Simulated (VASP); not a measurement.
A run of VASP 6.6.1 is set up as follows.

INCAR

```
ALGO     = Normal         # electronic algorithm
EDIFF    = 1E-6           # SCF threshold, eV
EDIFFG   = -0.008         # ionic threshold
ENCUT    = 520            # plane-wave cutoff, eV
GGA      = PE             # functional
IBRION   = 2              # ionic algorithm
ISIF     = 2              # what is computed and relaxed
ISMEAR   = 0              # smearing method
LASPH    = True           # aspherical terms in the spheres
LCHARG   = False          # write CHGCAR
LREAL    = False          # projectors in reciprocal space
LWAVE    = False          # write WAVECAR
NELM     = 100            # most SCF steps
NSW      = 60             # ionic steps
PREC     = Accurate       # precision mode
SIGMA    = 0.02           # smearing width, eV
```

The input KPOINTS:

```
k-points
0
Gamma
  12 12 6
```

The input POSCAR:

```
SiC
1.0
    3.0919365178      0.0000000000      0.0000000000
   -1.5459682589      2.6776955713      0.0000000000
    0.0000000000      0.0000000000      4.7698347516
Si C
2 2
Direct
    0.3333333333      0.6666666667      0.4969018196
    0.6666666667      0.3333333333      0.9969018196
    0.3333333333      0.6666666667      0.8780981804
    0.6666666667      0.3333333333      0.3780981804
```

Potentials or basis: VASP PAW PBE potentials, release 64 (Si, C).

Launch:

```bash
$ cat potpaw_PBE.64/Si/POTCAR potpaw_PBE.64/C/POTCAR > POTCAR
$ mpirun -np 1 vasp_std > vasp.out
```

Problem. What does it give for the band gap on the k mesh?

Solution. 1.97 eV (least direct gap 3.54 eV).

Problem. Predict the energy gained by relaxing.

Solution. 1.8 meV/atom.

Stress tensor (GPa, compression positive):
```
 4.38  0.00  0.00
 0.00  4.38  0.00
 0.00  0.00 35.12
```

Caveat: the cell differs from its parent crystal (strain along c alone, the other axes held: -6.0 %). A k mesh can miss the band edges.
